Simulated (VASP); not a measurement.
## GaN: single point with PBE

Crystal: GaN.

```
CELL_PARAMETERS angstrom
3.11869 0.00000 0.00000
-1.55935 2.70087 0.00000
0.00000 0.00000 5.08120
ATOMIC_POSITIONS crystal
Ga 0.33333 0.66667 0.99929
Ga 0.66667 0.33333 0.49929
N 0.33333 0.66667 0.37571
N 0.66667 0.33333 0.87571
```

This cell differs from its parent crystal: volume scaled by 0.91, then relaxed in part.

```
Program             : VASP 6.6.1
Task                : single point
Functional          : PBE
Potentials or basis : VASP PAW PBE potentials, release 64 (Ga_d, N)
Cutoff              : 520 eV
k mesh              : 12 × 12 × 6
Occupations         : gaussian, width 0.02 eV
Spin                : no spin polarisation
```

The pressure is 19.9 GPa and the band gap on the k mesh is 2.35 eV, direct.

Stress tensor (GPa, compression positive):
```
19.86  0.00  0.00
 0.00 19.86  0.00
 0.00  0.00 19.99
```

Levels at points of the mesh, in eV from the valence-band top:
| k point | band 14 | band 15 | band 16 | band 17 | band 18 | band 19 | band 20 | band 21 | band 22 | band 23 |
| --- | --- | --- | --- | --- | --- | --- | --- | --- | --- | --- |
| (0.00, 0.00, 0.00) | -1.12 | -1.12 | -0.05 | 0.00 | 0.00 | 2.35 | 4.69 | 9.57 | 10.27 | 10.27 |
| (0.50, 0.00, 0.00) | -5.53 | -4.51 | -2.98 | -2.40 | -1.08 | 5.25 | 5.91 | 6.26 | 9.14 | 10.74 |
| (0.00, 0.00, 0.50) | -3.97 | -0.57 | -0.57 | -0.57 | -0.57 | 4.67 | 4.67 | 8.82 | 8.82 | 10.79 |
| (0.50, 0.00, 0.50) | -6.96 | -2.11 | -2.11 | -2.04 | -2.04 | 4.60 | 4.60 | 8.18 | 8.18 | 10.37 |

Wall time 32 s on 1 thread of Intel(R) Xeon(R) 6975P-C (Granite Rapids), on a shared host, peak memory 0.2 GiB.
